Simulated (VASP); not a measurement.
Wanted: the native input for a VASP 6.6.1 run.

* Task: single point
* Functional: r2SCAN
* Potentials or basis: VASP PAW PBE potentials, release 64 (Cr_pv)
* Cutoff: 520 eV
* k mesh: 9 × 9 × 2
* Occupations: gaussian, width 0.1 eV
* Spin: no spin polarisation
* Dipole correction: no
* Further INCAR settings: ALGO = Normal; EDIFF = 1e-06; NBANDS = 32

Cr:

```
CELL_PARAMETERS angstrom
2.58527 0.00000 0.00000
-1.29263 2.23891 0.00000
0.00000 0.00000 8.18259
ATOMIC_POSITIONS crystal
Cr 0.33333 0.66667 0.37742
Cr 0.66667 0.33333 0.87742
Cr 0.66667 0.33333 0.62258
Cr 0.33333 0.66667 0.12258
```

This isn't the form of Cr at room conditions, which is bcc.

These files were run (other wordings do the same):

POSCAR

```
Cr
1.0
    2.5852652528      0.0000000000      0.0000000000
   -1.2926326264      2.2389053844      0.0000000000
    0.0000000000      0.0000000000      8.1825857152
Cr
4
Direct
    0.3333333333      0.6666666667      0.3774188450
    0.6666666667      0.3333333333      0.8774188450
    0.6666666667      0.3333333333      0.6225811550
    0.3333333333      0.6666666667      0.1225811550
```

INCAR.step1

```
PREC = Accurate ; ENCUT = 520
ISMEAR = 0 ; SIGMA = 0.1
LREAL = False ; LASPH = True
NELM = 80 ; NBANDS = 32
GGA = PE ; ALGO = Normal
EDIFF = 1E-4 ; LWAVE = True
LCHARG = False
```

INCAR.step2

```
PREC = Accurate ; ENCUT = 520
EDIFF = 1E-6 ; ISMEAR = 0
SIGMA = 0.1 ; LREAL = False
LASPH = True ; NELM = 80
ALGO = Normal ; ISIF = 2
LWAVE = False ; LCHARG = True
METAGGA = R2SCAN ; LMIXTAU = True
LELF = True ; LVHAR = True
NBANDS = 32 ; ISTART = 1
```

KPOINTS

```
Automatic mesh
0
Gamma
  9 9 2
```

Potentials or basis: VASP PAW PBE potentials, release 64 (Cr_pv).

The run is started by

```console
$ cat potpaw_PBE.64/Cr_pv/POTCAR > POTCAR
$ cp INCAR.step1 INCAR
$ mpirun -np 1 vasp_std > vasp.out
$ cp INCAR.step2 INCAR
$ mpirun -np 1 vasp_std > vasp.out
```

Results of the run:

```yaml
Pressure: 1.2 GPa
Largest_force: 0.194 eV/Å
Band_gap_on_the_k_mesh: zero (bands 24 and 25 overlap by 0.86 eV)
```

Caveat: the k points lie up to 0.38 Å⁻¹ apart, too coarse for converged energies and pressures of a metal; the PAW data sets were made with another functional, which shifts forces and pressure a little; the run has no spin polarisation, though such a crystal can be magnetic.

Wall time 82 s on 1 thread of Intel(R) Xeon(R) 6975P-C (Granite Rapids), with other jobs on the host, peak memory 0.18 GiB.
